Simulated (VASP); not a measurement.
# BeTe (F-43m) in VASP: further runs

BeTe is run at these levels: PBE; tasks: single point.

Everything below comes from runs of VASP 6.6.1. Logs are shortened: lines on timing, memory, paths and dates and some standing lists are left out, and cuts for length are marked.

## Step 1: The cell of the first run

It takes space group F-43m (No. 216, cubic). Conventional cell: a = 5.488 Å, b = 5.488 Å, c = 5.488 Å, α = 90.00°, β = 90.00°, γ = 90.00°. Within 3.1 Å of Be (site symmetry -43m) lie 4 Te at 2.38 Å. Te (site symmetry -43m) has 4 Be at 2.38 Å within 3.1 Å.

## Step 2: Single point, PBE (strain -3.0%)

Input file INCAR:

```
PREC = Accurate
ENCUT = 520
EDIFF = 1E-6
ISMEAR = 0
SIGMA = 0.01
LREAL = F
LASPH = T
NELM = 80
ALGO = Normal
ISIF = 2
LWAVE = F
LCHARG = F
GGA = PE
NBANDS = 11
```

Input file KPOINTS:

```
Automatic mesh
0
Gamma
  4 4 4
```

Input file POSCAR:

```
BeTe
1.0
    0.0000000000      2.7437649167      2.7437649167
    2.7437649167      0.0000000000      2.7437649167
    2.7437649167      2.7437649167      0.0000000000
Be Te
1 1
Direct
    0.0000000000      0.0000000000      0.0000000000
    0.2500000000      0.2500000000      0.2500000000
```

Potentials or basis: VASP PAW PBE potentials, release 64 (Be, Te).

Launch:

```bash
cat potpaw_PBE.64/Be/POTCAR potpaw_PBE.64/Te/POTCAR > POTCAR
mpirun -np 1 vasp_std > vasp.out
```

OUTCAR:

```text
PREC = Accurate
   ENCUT = 520
   EDIFF = 1E-6
   ISMEAR = 0
   LREAL = F
   LASPH = T
   NELM = 80
   ISIF = 2
   GGA = PE

 ion  position               nearest neighbor table
   1  0.000  0.000  0.000-   2 2.38   2 2.38   2 2.38   2 2.38
   2  0.250  0.250  0.250-   1 2.38   1 2.38   1 2.38   1 2.38

  LATTYP: Found a face centered cubic cell.
 ALAT       =     5.4875298334

  Lattice vectors:

 A1 = (   0.0000000000,   2.7437649167,   2.7437649167)
 A2 = (   2.7437649167,   0.0000000000,   2.7437649167)
 A3 = (   2.7437649167,   2.7437649167,   0.0000000000)

Analysis of symmetry for initial positions (statically):
=====================================================================
 Subroutine PRICEL returns:
 Original cell was already a primitive cell.

 Routine SETGRP: Setting up the symmetry group for a
 face centered cubic supercell.

 Subroutine GETGRP returns: Found 24 space group operations
 (whereof 24 operations were pure point group operations)
 out of a pool of 48 trial point group operations.

The static configuration has the point symmetry T_d .

Analysis of symmetry for dynamics (positions and initial velocities):
=====================================================================
 Subroutine PRICEL returns:
 Original cell was already a primitive cell.

 Routine SETGRP: Setting up the symmetry group for a
 face centered cubic supercell.

 Subroutine GETGRP returns: Found 24 space group operations
 (whereof 24 operations were pure point group operations)
 out of a pool of 48 trial point group operations.

The dynamic configuration has the point symmetry T_d .

 Subroutine INISYM returns: Found 24 space group operations
 (whereof 24 operations are pure point group operations),
 and found     1 'primitive' translations

----------------------------------------------------------------------------------------

                                     Primitive cell

  volume of cell :      41.3115

  direct lattice vectors                    reciprocal lattice vectors
     0.000000000  2.743764917  2.743764917    -0.182231356  0.182231356  0.182231356
     2.743764917  0.000000000  2.743764917     0.182231356 -0.182231356  0.182231356
     2.743764917  2.743764917  0.000000000     0.182231356  0.182231356 -0.182231356

  length of vectors
     3.880269557  3.880269557  3.880269557     0.315633966  0.315633966  0.315633966

  position of ions in fractional coordinates (direct lattice)
     0.000000000  0.000000000  0.000000000
     0.250000000  0.250000000  0.250000000

  ion indices of the primitive-cell ions
   primitive index   ion index
                 1           1
                 2           2
[... 66 lines left out ...]
   NELECT =       8.0000    total number of electrons
   NUPDOWN=      -1.0000    fix difference up-down
   EMIN   =  10.00;   EMAX   =-10.00  energy-range for DOS
   EFERMI =   0.00;   METHOD = LEGACY
   ISMEAR =     0;   SIGMA  =   0.01  broadening in eV -4-tet -1-fermi 0-gaus
   EFERMI_NEDOS =   21; number of points for ismear=-14 and -15
   IALGO  =     38    algorithm
   IMIX   =      4    mixing-type and parameters
     AMIX     =   0.40;   BMIX     =  1.00
     AMIX_MAG =   1.60;   BMIX_MAG =  1.00
  volume/ion in A,a.u.               =      20.66       139.39
  Fermi-wavevector in a.u.,A,eV,Ry     =   0.947141  1.789837 12.205459  0.897076
  Thomas-Fermi vector in A             =   2.075206
   LORBIT       =      0    0 simple, 1 ext, 2 COOP (PROOUT), +10 PAW based schemes
   GGA     = PE    functional components
   LHFCALC =     F    Hartree Fock is set to
   AEXX    =    0.0000 exact exchange contribution
   IVDW    =     0    specifies the selected vdW correction
   LEPSILON=     F    determine dielectric tensor
   LRPA    =     F    only Hartree local field effects (RPA)
 non-spin polarized calculation
 Gauss-broadening in eV      SIGMA  =   0.01
  energy-cutoff  :      520.00
  volume of cell :       41.31
 maximum number of plane-waves:      1139
 NGX is ok and might be reduce to    30
   NGX = 15   NGY = 15   NGZ = 15

 number of electron       8.0000000 magnetization

 Free energy of the ion-electron system (eV)
  ---------------------------------------------------
  ext. energy  EPLUGINS =         0.00000000
  ---------------------------------------------------
  free energy    TOTEN  =        -7.45426174 eV

  energy without entropy =       -7.45426174  energy(sigma->0) =       -7.45426174

 E-fermi :   6.1434     XC(G=0):  -9.3607

 val. band max:        6.0292554067   @ k =   0.0000   0.0000   0.0000
 cond. band min:       7.7883070308   @ k =   0.5000   0.5000   0.0000
 fundamental gap:      1.7590516241
 Fermi energy:         6.1434053079

 k-point     1 :       0.0000    0.0000    0.0000
  band No.  band energies     occupation
      1      -6.8107      2.00000
      2       6.0293      2.00000
      3       6.0293      2.00000
      4       6.0293      2.00000
      5       9.5516      0.00000
      6       9.5516      0.00000
      7       9.5516      0.00000
      8      10.4401      0.00000
      9      14.4451      0.00000
     10      16.4255      0.00000
     11      16.4255      0.00000
[... 85 lines left out ...]
 k-point     8 :      -0.2500    0.5000    0.2500
  band No.  band energies     occupation
      1      -4.6364      2.00000
      2       1.0825      2.00000
      3       1.8938      2.00000
      4       2.4205      2.00000
      5      11.3427      0.00000
      6      11.4908      0.00000
      7      11.7348      0.00000
      8      12.5030      0.00000
      9      17.3149      0.00000
     10      18.3635      0.00000
     11      19.2116      0.00000

------------------------ aborting loop because EDIFF is reached ----------------------------------------

  FORCE on cell =-STRESS in cart. coord.  units (eV):
  Direction    XX          YY          ZZ          XY          YZ          ZX
  --------------------------------------------------------------------------------------
  -------------------------------------------------------------------------------------
  Total        1.8654170      1.8654170      1.8654170     -0.0000000     -0.0000000     -0.0000000
  in kB       72.3462155     72.3462155     72.3462155     -0.0000000     -0.0000000     -0.0000000
  external PRESSURE =      72.3462155 kB  Pullay stress =       0.0000000 kB

 VOLUME and BASIS-vectors are now :
 -----------------------------------------------------------------------------
  energy-cutoff  :      520.00
  volume of cell :       41.31
      direct lattice vectors                 reciprocal lattice vectors
     0.000000000  2.743764917  2.743764917    -0.182231356  0.182231356  0.182231356
     2.743764917  0.000000000  2.743764917     0.182231356 -0.182231356  0.182231356
     2.743764917  2.743764917  0.000000000     0.182231356  0.182231356 -0.182231356

 POSITION                                       TOTAL-FORCE (eV/Angst)
 -----------------------------------------------------------------------------------
      0.00000      0.00000      0.00000         0.000000      0.000000      0.000000
      1.37188      1.37188      1.37188        -0.000000     -0.000000     -0.000000
 -----------------------------------------------------------------------------------
    total drift:                                0.000000      0.000000      0.000000

  FREE ENERGIE OF THE ION-ELECTRON SYSTEM (eV)
  ---------------------------------------------------
  free  energy   TOTEN  =        -7.4542617443 eV

  energy  without entropy=       -7.4542617443  energy(sigma->0) =       -7.45426174
```

Run time: 2.9 s. Hardware: 1 thread of Intel Xeon 6975P-C (Granite Rapids), shared host; peak memory 0.16 GiB.

Results:

```yaml
Free_energy: -7.4543 eV
Pressure: 7.2 GPa
Band_gap_on_the_k_mesh: 1.76 eV (least direct gap 3.52 eV)
```

Caveat: the k points lie up to 0.50 Å⁻¹ apart; the cell differs from its parent crystal (strain -3.0%); spin-orbit coupling is left out, which moves the levels of the heavy elements. A k mesh can miss the band edges.

## Step 3: Single point, PBE (strain -2.0%)

Input file INCAR:

```
PREC = Accurate
ENCUT = 520
EDIFF = 1E-7
ISMEAR = 0
SIGMA = 0.01
LREAL = F
LASPH = T
NELM = 60
ALGO = Normal
ISIF = 2
LWAVE = F
LCHARG = F
GGA = PE
NBANDS = 11
```

Input file KPOINTS:

```
regular mesh
0
Gamma
  4 4 4
```

Input file POSCAR:

```
BeTe
1.0
    0.0000000000      2.7720511529      2.7720511529
    2.7720511529      0.0000000000      2.7720511529
    2.7720511529      2.7720511529      0.0000000000
Be Te
1 1
Direct
    0.0000000000      0.0000000000      0.0000000000
    0.2500000000      0.2500000000      0.2500000000
```

Potentials or basis: VASP PAW PBE potentials, release 64 (Be, Te).

Launch:

```bash
cat potpaw_PBE.64/Be/POTCAR potpaw_PBE.64/Te/POTCAR > POTCAR
mpirun -np 1 vasp_std > vasp.out
```

Wall time 3.7 s (1 thread of Intel Xeon 6975P-C (Granite Rapids), shared host); peak memory 0.16 GiB.

The run converged. Its results:

* Free energy: -7.5025 eV
* Pressure: 4.8 GPa
* Band gap on the k mesh: 1.84 eV (least direct gap 3.55 eV)

Levels at points of the mesh, in eV from the valence-band top:
| k point | band 1 | band 2 | band 3 | band 4 | band 5 | band 6 | band 7 | band 8 |
| --- | --- | --- | --- | --- | --- | --- | --- | --- |
| (0.00, 0.00, 0.00) | -12.62 | 0.00 | 0.00 | 0.00 | 3.55 | 3.55 | 3.55 | 4.17 |
| (0.50, 0.00, 0.00) | -11.15 | -5.86 | -1.22 | -1.22 | 3.20 | 4.55 | 4.55 | 7.79 |
| (0.50, 0.50, 0.00) | -10.61 | -5.38 | -2.83 | -2.83 | 1.84 | 2.59 | 10.00 | 10.00 |

Caveat: the k points lie up to 0.49 Å⁻¹ apart; the cell differs from its parent crystal (strain -2.0%); spin-orbit coupling is left out, which moves the levels of the heavy elements. A k mesh can miss the band edges.
